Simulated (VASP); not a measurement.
# B3N2: single point with PBE

The system is B3N2.

```xyz
5
Lattice="2.4740 0.0000 0.0000 -1.2370 2.1426 0.0000 0.0000 0.0000 11.5936" Properties=species:S:1:pos:R:3 pbc="T T T"
B     0.0000    0.0000    0.0000
B     0.0000    1.4284    7.7639
B     1.2370    0.7142    3.8297
N     0.0000    1.4284    3.8313
N     1.2370    0.7142    7.7624
```

```yaml
Program: VASP 6.6.1
Task: single point
Functional: PBE
Potentials_or_basis: VASP PAW PBE potentials, release 64 (B, N)
Cutoff: 520 eV
k_mesh: 6 × 6 × 4
Occupations: gaussian, width 0.1 eV
Spin: no spin polarisation
```

```
Pressure               : 0.1 GPa
Largest force          : 0.005 eV/Å
Band gap on the k mesh : zero (an odd number of electrons rules out a gap without spin polarisation)
```

Forces in eV/Å, atoms in the order of the input:
```
B    0.000  0.000  0.000
B    0.000  0.000 -0.005
B    0.000  0.000  0.005
N    0.000  0.000 -0.005
N    0.000  0.000  0.005
```

Stress tensor (GPa, compression positive):
```
0.07 0.00 0.00
0.00 0.07 0.00
0.00 0.00 0.17
```

Levels at points of the mesh, in eV from the Fermi level:
| k point | band 7 | band 8 | band 9 | band 10 | band 11 | band 12 | band 13 | band 14 |
| --- | --- | --- | --- | --- | --- | --- | --- | --- |
| (0.00, 0.00, 0.00) | -2.28 | -2.28 | -2.28 | -1.75 | 4.02 | 6.93 | 7.28 | 8.97 |
| (0.50, 0.00, 0.00) | -2.96 | -2.45 | -2.00 | -1.84 | 2.78 | 3.73 | 4.18 | 6.21 |
| (0.00, 0.00, 0.50) | -2.28 | -2.28 | -2.28 | -1.79 | 4.60 | 5.39 | 8.57 | 8.97 |
| (0.50, 0.00, 0.50) | -2.96 | -2.45 | -2.02 | -1.83 | 2.76 | 3.89 | 4.04 | 6.21 |

Wall time 14 s on 1 thread of Intel(R) Xeon(R) 6975P-C (Granite Rapids) (shared host), peak memory 0.17 GiB.

Caveat: the k points lie up to 0.49 Å⁻¹ apart, too coarse for converged energies and pressures of a metal; this functional lacks dispersion, which binds layers or chains, so the pressure and a relaxed spacing across them are unreliable; an odd number of electrons without spin polarisation forces a metal; a magnetic or distorted state may lie lower.
